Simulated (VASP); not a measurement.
# SiO2 (Imma) in VASP: notebook

The runs below take SiO2 through relaxation of cell and atoms, single point, with BLYP, PBEsol+D4, PBEsol+D3(BJ), LDA.

All numbers are computed with VASP 6.6.1; they aren't measurements. Logs are shortened: lines on timing, memory, paths and dates and some standing lists are left out, and cuts for length are marked.

## 1. The cell of the first run

Symmetry: Imma, No. 74, orthorhombic system. The conventional cell has a = 5.247 Å, b = 9.554 Å, c = 8.883 Å, α = 90.00°, β = 90.00°, γ = 90.00°. Within 2.1 Å of Si (site symmetry m) lie 4 O at 1.60 to 1.61 Å. O (site symmetry 2/m) has 2 Si at 1.60 Å within 2.1 Å. O (site symmetry 2) has 2 Si at 1.61 Å within 2.1 Å. O (site symmetry mm2) has 2 Si at 1.61 Å within 2.1 Å.

## 2. Relaxation of cell and atoms, BLYP

INCAR reads:

```
AGGAC = 1.0
AGGAX = 1.0
ALDAC = 0.0
ALDAX = 1.0
ALGO = Normal
EDIFF = 1E-7
EDIFFG = -0.01
ENCUT = 600
GGA = B5
IBRION = 2
ISIF = 3
ISMEAR = -1
KPAR = 4
LASPH = T
LCHARG = F
LREAL = F
LWAVE = F
NELM = 100
NSW = 60
PREC = Accurate
SIGMA = 0.05
```

KPOINTS reads:

```
k-points
0
Gamma
  6 6 6
```

POSCAR reads:

```
SiO2
1.0
   -2.6233364600      4.7767535050      4.4416747250
    2.6233364600     -4.7767535050      4.4416747250
    2.6233364600      4.7767535050     -4.4416747250
Si O
4 8
Direct
    0.2603409800      0.8449448900      0.4153960900
    0.0704512000      0.1550551100      0.9153960900
    0.7396590200      0.1550551100      0.5846039100
    0.9295488000      0.8449448900      0.0846039100
    0.5000000000      0.0000000000      0.5000000000
    0.0000000000      0.0000000000      0.0000000000
    0.7931754100      0.0000000000      0.2931754100
    0.2068245900      0.5000000000      0.2068245900
    0.2068245900      0.0000000000      0.7068245900
    0.7931754100      0.5000000000      0.7931754100
    0.8693111300      0.1193111300      0.7500000000
    0.1306888700      0.8806888700      0.2500000000
```

Potentials or basis: VASP PAW PBE potentials, release 64 (Si, O).

Run with:

```bash
> cat potpaw_PBE.64/Si/POTCAR potpaw_PBE.64/O/POTCAR > POTCAR
> mpirun -np 4 vasp_std > vasp.out
```

OUTCAR:

```text
EDIFF = 1E-7
   EDIFFG = -0.01
   ENCUT = 600
   GGA = B5
   IBRION = 2
   ISIF = 3
   ISMEAR = -1
   LASPH = T
   LREAL = F
   NELM = 100
   NSW = 60
   PREC = Accurate

 ion  position               nearest neighbor table
   1  0.260  0.845  0.415-   5 1.60   8 1.61   9 1.61  12 1.61   2 3.12   2 3.12
   2  0.070  0.155  0.915-   6 1.60   8 1.61   9 1.61  11 1.61   1 3.12   1 3.12
   3  0.740  0.155  0.585-   5 1.60   7 1.61  10 1.61  11 1.61   4 3.12   4 3.12
   4  0.930  0.845  0.085-   6 1.60  10 1.61   7 1.61  12 1.61   3 3.12   3 3.12
   5  0.500  0.000  0.500-   1 1.60   3 1.60
   6  0.000  0.000  0.000-   2 1.60   4 1.60
   7  0.793  0.000  0.293-   4 1.61   3 1.61
   8  0.207  0.500  0.207-   2 1.61   1 1.61
   9  0.207  0.000  0.707-   2 1.61   1 1.61
  10  0.793  0.500  0.793-   4 1.61   3 1.61
  11  0.869  0.119  0.750-   2 1.61   3 1.61
  12  0.131  0.881  0.250-   1 1.61   4 1.61

  LATTYP: Found a body centered orthorhombic cell.
 ALAT       =     5.2466729200
 B/A-ratio  =     1.6931395544
 C/A-ratio  =     1.8208695598

  Lattice vectors:

 A1 = (   2.6233364600,  -4.7767535050,  -4.4416747250)
 A2 = (  -2.6233364600,  -4.7767535050,   4.4416747250)
 A3 = (  -2.6233364600,   4.7767535050,  -4.4416747250)

Analysis of symmetry for initial positions (statically):
=====================================================================
 Subroutine PRICEL returns:
 Original cell was already a primitive cell.

 Routine SETGRP: Setting up the symmetry group for a
 body centered orthorhombic supercell.

 Subroutine GETGRP returns: Found  8 space group operations
 (whereof  4 operations were pure point group operations)
 out of a pool of  8 trial point group operations.

The static configuration has the point symmetry C_2h.
 The point group associated with its full space group is D_2h.

Analysis of symmetry for dynamics (positions and initial velocities):
=====================================================================
 Subroutine PRICEL returns:
 Original cell was already a primitive cell.

 Routine SETGRP: Setting up the symmetry group for a
 body centered orthorhombic supercell.

 Subroutine GETGRP returns: Found  8 space group operations
 (whereof  4 operations were pure point group operations)
 out of a pool of  8 trial point group operations.

The dynamic configuration has the point symmetry C_2h.
 The point group associated with its full space group is D_2h.

 Subroutine INISYM returns: Found  8 space group operations
 (whereof  4 operations are pure point group operations),
 and found     1 'primitive' translations

----------------------------------------------------------------------------------------

                                     Primitive cell

  volume of cell :     222.6351

  direct lattice vectors                    reciprocal lattice vectors
    -2.623336460  4.776753505  4.441674725     0.000000000  0.104673603  0.112570152
     2.623336460 -4.776753505  4.441674725     0.190596977  0.000000000  0.112570152
     2.623336460  4.776753505 -4.441674725     0.190596977  0.104673603  0.000000000

  length of vectors
     7.030486654  7.030486654  7.030486654     0.153715979  0.221357735  0.217448318

  position of ions in fractional coordinates (direct lattice)
     0.260340980  0.844944890  0.415396090
     0.070451200  0.155055110  0.915396090
     0.739659020  0.155055110  0.584603910
     0.929548800  0.844944890  0.084603910
     0.500000000  0.000000000  0.500000000
     0.000000000  0.000000000  0.000000000
     0.793175410  0.000000000  0.293175410
     0.206824590  0.500000000  0.206824590
     0.206824590  0.000000000  0.706824590
     0.793175410  0.500000000  0.793175410
     0.869311130  0.119311130  0.750000000
     0.130688870  0.880688870  0.250000000

  ion indices of the primitive-cell ions
   primitive index   ion index
                 1           1
                 2           2
                 3           3
                 4           4
                 5           5
                 6           6
                 7           7
                 8           8
                 9           9
                10          10
                11          11
                12          12

----------------------------------------------------------------------------------------

 KPOINTS: k-points

Automatic generation of k-mesh.
 Grid dimensions read from file:
 generate k-points for:    6    6    6

 Generating k-lattice:

  Cartesian coordinates                     Fractional coordinates (reciprocal lattice)
     0.000000000  0.017445600  0.018761692     0.166666667  0.000000000  0.000000000
     0.031766163  0.000000000  0.018761692     0.000000000  0.166666667  0.000000000
     0.031766163  0.017445600  0.000000000     0.000000000  0.000000000  0.166666667

  Length of vectors
     0.025619330  0.036892956  0.036241386

  Shift w.r.t. Gamma in fractional coordinates (k-lattice)
     0.000000000  0.000000000  0.000000000

 Subroutine IBZKPT returns following result:
 ===========================================

 Found     46 irreducible k-points:

 Following reciprocal coordinates:
            Coordinates               Weight
  0.000000  0.000000  0.000000      1.000000
  0.166667 -0.000000  0.000000      4.000000
  0.333333 -0.000000  0.000000      4.000000
  0.500000 -0.000000  0.000000      2.000000
 -0.000000  0.166667  0.000000      4.000000
  0.166667  0.166667  0.000000      8.000000
[... 16 lines left out ...]
 -0.166667  0.166667  0.166667      2.000000
  0.166667  0.333333  0.166667      4.000000
 [... further k-points ...]
   k-points           NKPTS =     46   k-points in BZ     NKDIM =     46   number of bands    NBANDS=     39
   number of dos      NEDOS =    301   number of ions     NIONS =     12
   total plane-waves  NPLWV = 175616
   dimension x,y,z NGX =    56 NGY =   56 NGZ =   56
   dimension x,y,z NGXF=   112 NGYF=  112 NGZF=  112
   ions per type =               4   8
   NGX,Y,Z   is equivalent  to a cutoff of  13.24, 13.24, 13.24 a.u.
   NGXF,Y,Z  is equivalent  to a cutoff of  26.48, 26.48, 26.48 a.u.
 SYSTEM =  unknown system
   PREC   = accura    normal or accurate (medium, high low for compatibility)
   ISTART =      0    job   : 0-new  1-cont  2-samecut
   ICHARG =      2    charge: 1-file 2-atom 10-const
   ISPIN  =      1    spin polarized calculation?
   LNONCOLLINEAR =      F non collinear calculations
   LSORBIT =      F    spin-orbit coupling
   LASPH  =      T    aspherical Exc in radial PAW
   ENCUT  =  600.0 eV  44.10 Ry    6.64 a.u.  14.04 14.04 14.04*2*pi/ulx,y,z
   NELM   =    100;   NELMIN=  2; NELMDL= -5     # of ELM steps
   EDIFF  = 0.1E-06   stopping-criterion for ELM
   LREAL  =      F    real-space projection
   EDIFFG = -.1E-01   stopping-criterion for IOM
   NSW    =     60    number of steps for IOM
   IBRION =      2    ionic relax: 0-MD 1-quasi-New 2-CG
   NFREE  =      1    steps in history (QN), initial steepest desc. (CG)
   ISIF   =      3    stress and relaxation
   ISYM   =      2    0-nonsym 1-usesym 2-fastsym
   POTIM  = 0.5000    time-step for ionic-motion
   TEBEG  =    0.0;   TEEND  =   0.0 temperature during run
   PSTRESS=    0.0 pullay stress
   NELECT =      64.0000    total number of electrons
   NUPDOWN=      -1.0000    fix difference up-down
   EMIN   =  10.00;   EMAX   =-10.00  energy-range for DOS
   EFERMI =   0.00;   METHOD = LEGACY
   ISMEAR =    -1;   SIGMA  =   0.05  broadening in eV -4-tet -1-fermi 0-gaus
   EFERMI_NEDOS =   21; number of points for ismear=-14 and -15
   IALGO  =     38    algorithm
   IMIX   =      4    mixing-type and parameters
     AMIX     =   0.40;   BMIX     =  1.00
     AMIX_MAG =   1.60;   BMIX_MAG =  1.00
  volume/ion in A,a.u.               =      18.55       125.20
  Fermi-wavevector in a.u.,A,eV,Ry     =   1.080447  2.041750 15.882987  1.167367
  Thomas-Fermi vector in A             =   2.216439
   LORBIT       =      0    0 simple, 1 ext, 2 COOP (PROOUT), +10 PAW based schemes
   GGA     = B5    functional components
   LHFCALC =     F    Hartree Fock is set to
   AEXX    =    0.0000 exact exchange contribution
   IVDW    =     0    specifies the selected vdW correction
   LEPSILON=     F    determine dielectric tensor
   LRPA    =     F    only Hartree local field effects (RPA)
 conjugate gradient relaxation of ions
 non-spin polarized calculation
  energy-cutoff  :      600.00
  volume of cell :      222.64
 maximum number of plane-waves:      7460
   NGX = 29   NGY = 29   NGZ = 29

--------------------------------------- Ionic step        1  -------------------------------------------

 number of electron      64.0000004 magnetization

 Free energy of the ion-electron system (eV)
  ---------------------------------------------------
  ext. energy  EPLUGINS =         0.00000000
  ---------------------------------------------------
  free energy    TOTEN  =       -91.28562114 eV

  energy without entropy =      -91.28562114  energy(sigma->0) =      -91.28562114

------------------------ aborting loop because EDIFF is reached ----------------------------------------

  FORCE on cell =-STRESS in cart. coord.  units (eV):
  Direction    XX          YY          ZZ          XY          YZ          ZX
  --------------------------------------------------------------------------------------
  -------------------------------------------------------------------------------------
  Total        6.8157870      6.4318487      6.6488743      0.0000000      0.0000000      0.0000000
  in kB       49.0493234     46.2863393     47.8481487      0.0000000      0.0000000      0.0000000
  external PRESSURE =      47.7279371 kB  Pullay stress =       0.0000000 kB
[... 261 lines left out ...]
  energy  without entropy=      -91.4031954630  energy(sigma->0) =      -91.40319546

--------------------------------------- Ionic step        7  -------------------------------------------

 number of electron      64.0000008 magnetization

 Free energy of the ion-electron system (eV)
  ---------------------------------------------------
  ext. energy  EPLUGINS =         0.00000000
  ---------------------------------------------------
  free energy    TOTEN  =       -91.40331655 eV

  energy without entropy =      -91.40331655  energy(sigma->0) =      -91.40331655

 E-fermi :  -0.3004     XC(G=0):  -6.5978

 val. band max:       -1.4504186915   @ k =   0.0000   0.0000   0.0000
 cond. band min:       3.9444517840   @ k =   0.0000   0.0000   0.0000
 fundamental gap:      5.3948704756
 Fermi energy:        -0.3004160131

 k-point     1 :       0.0000    0.0000    0.0000
  band No.  band energies     occupation
      1     -20.6905      2.00000
      2     -19.8154      2.00000
      3     -19.3725      2.00000
      4     -19.3054      2.00000
      5     -18.7875      2.00000
      6     -18.7381      2.00000
[... 997 lines left out ...]
     38       7.9383      0.00000
     39       8.2384      0.00000

 [... further k-points ...]

------------------------ aborting loop because EDIFF is reached ----------------------------------------

  FORCE on cell =-STRESS in cart. coord.  units (eV):
  Direction    XX          YY          ZZ          XY          YZ          ZX
  --------------------------------------------------------------------------------------
  -------------------------------------------------------------------------------------
  Total       -0.0433237      0.0032269     -0.0716624      0.0000000      0.0000000      0.0000000
  in kB       -0.3011407      0.0224300     -0.4981219      0.0000000      0.0000000      0.0000000
  external PRESSURE =      -0.2589442 kB  Pullay stress =       0.0000000 kB
[... 27 lines left out ...]
  FREE ENERGIE OF THE ION-ELECTRON SYSTEM (eV)
  ---------------------------------------------------
  free  energy   TOTEN  =       -91.4033165515 eV

  energy  without entropy=      -91.4033165515  energy(sigma->0) =      -91.40331655

 reached required accuracy - stopping structural energy minimisation
```

It took 16 min on 4 MPI ranks of Intel Xeon Platinum 8488C (Sapphire Rapids), shared host; peak memory 0.69 GiB.

What came out:

* Free energy: -91.4033 eV
* Relaxed volume: 19.21 Å³/atom
* Relaxed cell: a = 7.111 Å, b = 7.111 Å, c = 7.111 Å, α = 136.15°, β = 94.48°, γ = 101.58°
* Space group after relaxing (to 0.1 Å): Imma (No. 74)
* Energy gained by relaxing: 9.8 meV/atom
* Ionic steps: 7
* Pressure after relaxing: 0.0 GPa
* Largest force after relaxing: 0.007 eV/Å
* Band gap on the k mesh: 5.39 eV

Forces in eV/Å, atoms in the order of the input:
```
Si   0.000  0.001  0.002
Si   0.000  0.001 -0.002
Si   0.000 -0.001 -0.002
Si   0.000 -0.001  0.002
O    0.000  0.000  0.000
O    0.000  0.000  0.000
O    0.000  0.007  0.000
O    0.000 -0.007  0.000
O    0.000 -0.007  0.000
O    0.000  0.007  0.000
O    0.000  0.000  0.002
O    0.000  0.000 -0.002
```

Step by step:
| step | energy change (eV) | largest force (eV/Å) | pressure (GPa) | volume (Å³) |
| --- | --- | --- | --- | --- |
| 1 | 0.0000 | 0.3217 | 4.77 | 222.64 |
| 2 | 0.0755 | 0.4463 | -5.30 | 240.92 |
| 3 | -0.1174 | 0.0425 | -0.03 | 230.42 |
| 4 | -0.1174 | 0.0415 | 0.06 | 230.26 |
| 5 | -0.1175 | 0.0675 | 0.03 | 230.36 |
| 6 | -0.1176 | 0.0224 | 0.04 | 230.32 |
| 7 | -0.1177 | 0.0074 | -0.03 | 230.50 |

Final structure:
```
Si O
1.0
    -2.65512    4.82775    4.49550
     2.65512   -4.82775    4.49550
     2.65512    4.82775   -4.49550
Si O
4 8
Direct
  0.26045 0.84492 0.41552
  0.07060 0.15507 0.91552
  0.73955 0.15507 0.58448
  0.92940 0.84493 0.08448
  0.50000 0.00000 0.50000
  0.00000 0.00000 0.00000
  0.79267 0.00000 0.29267
  0.20733 0.50000 0.20733
  0.20733 0.00000 0.70733
  0.79267 0.50000 0.79267
  0.86876 0.11876 0.75000
  0.13124 0.88124 0.25000
```

Levels at points of the mesh, in eV from the valence-band top:
```tsv
k point	band 28	band 29	band 30	band 31	band 32	band 33	band 34	band 35	band 36	band 37
(0.00, 0.00, 0.00)	-1.16	-1.00	-0.67	-0.41	0.00	5.39	8.33	8.52	8.60	9.10
(0.50, 0.00, 0.00)	-1.14	-0.53	-0.50	-0.29	-0.15	6.34	6.92	8.42	8.84	9.10
(0.00, 0.50, 0.00)	-1.30	-0.83	-0.79	-0.70	-0.20	7.41	7.81	8.37	8.50	9.17
(0.50, 0.50, 0.00)	-1.37	-0.91	-0.91	-0.38	-0.38	7.60	7.60	8.85	8.85	8.98
(0.50, 0.50, 0.50)	-1.27	-0.53	-0.23	-0.21	-0.02	7.22	7.30	7.72	7.85	8.67
```

Caveat: the PAW data sets were made with another functional, which shifts forces and pressure a little. A k mesh can miss the band edges.

(Part 1 of 2 ends here.)
